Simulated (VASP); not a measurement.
Write the native input for VASP 6.6.1 that does the following.

```yaml
Task: single point
Functional: PBE
Dispersion: D3(BJ)
Potentials_or_basis: VASP PAW PBE potentials, release 64 (O, H, Li_sv, Cl)
Cutoff: 520 eV
k_mesh: 1 × 1 × 1
Occupations: fermi-dirac, width 0.05 eV
Spin: no spin polarisation
Dipole_correction: no
Further_INCAR_settings: LREAL = Auto; ALGO = Normal; EDIFF = 1e-07; NBANDS = 56
```

The structure of LiH16ClO8 lies in POSCAR:

```
LiH16ClO8
1.0
    6.7853200000      0.0000000000      0.0000000000
    0.0000000000      6.7853200000      0.0000000000
    0.0000000000      0.0000000000      6.7853200000
O H Li Cl
8 16 1 1
Direct
    0.8927213455      0.1106064268      0.6920823189
    0.3636084960      0.3550606309      0.9361680805
    0.7145278336      0.8998101784      0.1446652479
    0.8659576851      0.3213702523      1.0408352148
   -0.1832043293      0.6565202525      0.5490824309
    0.5308961110      0.3870856496      0.3134708459
    0.2910990196      0.7498098837      0.3907405988
    0.0597761049      0.3035376371      0.3762534413
    0.9666161655      0.1394923158      0.5722500928
    0.9605147583      0.0150619278      0.7803906080
    0.2793088609      0.4753939387      0.9192344650
    0.2769066160      0.2428477949      0.9635359865
    0.8540938379      0.8721180431      0.1022648895
    0.6527179263      0.9429621595      0.0264983818
    0.8462681200      0.4618794692      1.0486904081
    0.8742697470      0.3180984832      0.9031703737
   -0.0751180490      0.5674013901      0.5304687178
   -0.1527120313      0.7680256790      0.6306261164
    0.4939044879      0.3523931075      0.1651653865
    0.6502125176      0.3154604352      0.3323350999
    0.2860734645      0.8193128695      0.2646743263
    0.2539894950      0.6166695160      0.3553553849
    0.2014496000      0.2783066974      0.3590398095
   -0.0011053274      0.2834796296      0.2502608573
    0.5862509064      0.7190523070      0.3976673171
    0.0996415792      0.7658297619      0.9454528305
```

These files were run (other wordings do the same):

INCAR

```
SYSTEM = LiH16ClO8
  PREC = Accurate
  ENCUT = 520
  EDIFF = 1E-7
  ISMEAR = -1
  SIGMA = 0.05
  LREAL = Auto
  LASPH = .True.
  NELM = 80
  ALGO = Normal
  ISIF = 2
  LWAVE = .False.
  LCHARG = .True.
  GGA = PE
  IVDW = 12
  LELF = .True.
  LVHAR = .True.
  NBANDS = 56
```

KPOINTS

```
Automatic mesh
0
Gamma
  1 1 1
  0 0 0
```

Potentials or basis: VASP PAW PBE potentials, release 64 (O, H, Li_sv, Cl).

The run is started by

```bash
$ cat potpaw_PBE.64/O/POTCAR potpaw_PBE.64/H/POTCAR potpaw_PBE.64/Li_sv/POTCAR potpaw_PBE.64/Cl/POTCAR > POTCAR
$ mpirun -np 1 vasp_gam > vasp.out
```

Results of the run:

The largest force is 3.072 eV/Å and the band gap on the k mesh is 4.19 eV. The dispersion energy per atom is -0.039 eV.

Caveat: the k points lie up to 0.93 Å⁻¹ apart.

It took 59 s on 1 thread of Intel Xeon 6975P-C, with other jobs on the host, peak memory 0.33 GiB.
